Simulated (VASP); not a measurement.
# HfO2: single point with HSE06

The system is HfO2.

```
Hf O
1.0
     3.57669    0.00000    0.00000
     0.00000    3.57669    0.00000
     0.00000    0.00000    5.20222
Hf O
2 4
Cartesian
  1.7883 1.7883 2.6011
  0.0000 0.0000 0.0000
  0.0000 1.7883 3.6218
  1.7883 0.0000 4.1815
  1.7883 0.0000 1.5804
  0.0000 1.7883 1.0207
```

```json
{"Program": "VASP 6.6.1", "Task": "single point", "Functional": "HSE06", "Potentials or basis": "VASP PAW PBE potentials, release 64 (Hf_pv, O)", "Cutoff": "520 eV", "k mesh": "4 × 4 × 2", "Occupations": "gaussian, width 0.01 eV", "Spin": "no spin polarisation"}
```

```
Pressure               : -4.5 GPa
Largest force          : 0.068 eV/Å
Band gap on the k mesh : 6.29 eV (least direct gap 6.38 eV)
```

Forces in eV/Å, atoms in the order of the input:
```
Hf   0.000  0.000  0.000
Hf   0.000  0.000  0.000
O    0.000  0.000 -0.068
O    0.000  0.000  0.068
O    0.000  0.000  0.068
O    0.000  0.000 -0.068
```

Stress tensor (GPa, compression positive):
```
-4.65  0.00  0.00
 0.00 -4.65  0.00
 0.00  0.00 -4.28
```

Levels at points of the mesh, in eV from the valence-band top:
| k point | band 20 | band 21 | band 22 | band 23 | band 24 | band 25 |
| --- | --- | --- | --- | --- | --- | --- |
| (0.00, 0.00, 0.00) | -0.19 | -0.08 | -0.08 | 6.29 | 6.31 | 7.58 |
| (0.50, 0.00, 0.00) | -1.55 | -0.19 | -0.19 | 6.70 | 6.70 | 7.79 |
| (0.50, 0.50, 0.00) | -0.84 | -0.59 | -0.59 | 7.40 | 7.40 | 7.81 |
| (0.00, 0.00, 0.50) | -0.76 | 0.00 | 0.00 | 7.00 | 7.00 | 7.32 |
| (0.50, 0.00, 0.50) | -1.54 | -1.05 | -1.05 | 6.85 | 6.85 | 7.25 |
| (0.50, 0.50, 0.50) | -1.55 | -0.06 | -0.06 | 7.62 | 7.62 | 7.97 |

Run time: 11 min on 1 thread of AMD EPYC 9R45 96-Core Processor (Zen 5), on a shared host, peak memory 0.26 GiB.

Caveat: the k points lie up to 0.60 Å⁻¹ apart; the PAW data sets were made with another functional, which shifts forces and pressure a little; spin-orbit coupling is left out, which moves the levels of the heavy elements. A k mesh can miss the band edges.
